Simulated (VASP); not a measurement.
**VO2: relaxation of shape and atoms at fixed volume with PBE**

VO2:

```
V O
1.0
     4.58375    0.00000    0.00000
     0.00000    4.58375    0.00000
     0.00000    0.00000    2.75632
V O
2 4
Cartesian
  0.0000 0.0000 0.0000
  2.2919 2.2919 1.3782
  1.3685 1.3685 0.0000
  0.9234 3.6603 1.3782
  3.2153 3.2153 0.0000
  3.6603 0.9234 1.3782
```

```json
{
 "Program": "VASP 6.6.1",
 "Task": "relaxation of shape and atoms at fixed volume",
 "Functional": "PBE",
 "Potentials or basis": "VASP PAW PBE potentials, release 64 (V_sv, O)",
 "Cutoff": "600 eV",
 "k mesh": "6 × 6 × 10",
 "Occupations": "gaussian, width 0.05 eV",
 "Spin": "no spin polarisation",
 "Dipole correction": "no",
 "Further INCAR settings": "ALGO = Normal; EDIFF = 1e-07; IBRION = 2; EDIFFG = -0.01; NSW = 60; ISIF = 4"
}
```

```
Energy gained by relaxing : 0.5 meV/atom
Ionic steps               : 4
Pressure after relaxing   : 5.5 GPa
Band gap on the k mesh    : zero (bands 25 and 26 overlap by 1.48 eV)
```

Forces in eV/Å, atoms in the order of the input:
```
V    0.000  0.000  0.000
V    0.000  0.000  0.000
O   -0.002 -0.002  0.000
O    0.002 -0.002  0.000
O    0.002  0.002  0.000
O   -0.002  0.002  0.000
```

Stress tensor (GPa, compression positive):
```
5.58 0.00 0.00
0.00 5.58 0.00
0.00 0.00 5.46
```

Step by step:
```csv
step,energy change (eV),largest force (eV/Å),pressure (GPa),volume (Å³)
1,0.0000,0.1552,6.08,57.91
2,-0.0028,0.0056,5.53,57.91
3,-0.0028,0.0080,5.54,57.91
4,-0.0028,0.0029,5.54,57.91
```

Final structure:
```yaml
crystal:
  lattice:
    - [4.57973, 0.00000, 0.00000]
    - [0.00000, 4.57973, 0.00000]
    - [0.00000, 0.00000, 2.76116]
  atoms:
    - { symbol: V, position: [0.00000, 0.00000, 0.00000] }
    - { symbol: V, position: [0.50000, 0.50000, 0.50000] }
    - { symbol: O, position: [0.29734, 0.29734, 0.00000] }
    - { symbol: O, position: [0.20266, 0.79734, 0.50000] }
    - { symbol: O, position: [0.70266, 0.70266, 0.00000] }
    - { symbol: O, position: [0.79734, 0.20266, 0.50000] }
```

Levels at points of the mesh, in eV from the Fermi level:
```csv
k point,band 22,band 23,band 24,band 25,band 26,band 27,band 28,band 29
"(0.00, 0.00, 0.00)",-2.25,-2.21,-1.76,-0.72,-0.71,0.10,0.10,0.12
"(0.50, 0.00, 0.00)",-3.23,-2.49,-2.49,-0.08,-0.08,0.69,0.69,1.35
"(0.50, 0.50, 0.00)",-3.13,-2.82,-2.82,-0.77,-0.77,0.12,0.12,1.71
"(0.00, 0.00, 0.50)",-4.20,-3.38,-3.38,0.71,0.71,1.17,1.17,1.22
"(0.50, 0.00, 0.50)",-3.99,-2.82,-2.82,-0.53,-0.53,1.17,1.17,1.52
"(0.50, 0.50, 0.50)",-3.19,-2.50,-2.50,0.39,0.39,0.61,0.61,1.21
```

Wall time 5.5 min on 1 thread of Intel Xeon 8259CL, on a shared host, peak memory 0.26 GiB.

Caveat: the run has no spin polarisation, though such a crystal can be magnetic; semilocal functionals often make such compounds metallic where correlation or magnetic order opens a gap, which also shifts bond lengths. With open d or f shells a metallic result of PBE can be an artefact of self-interaction; +U or a hybrid may open a gap.
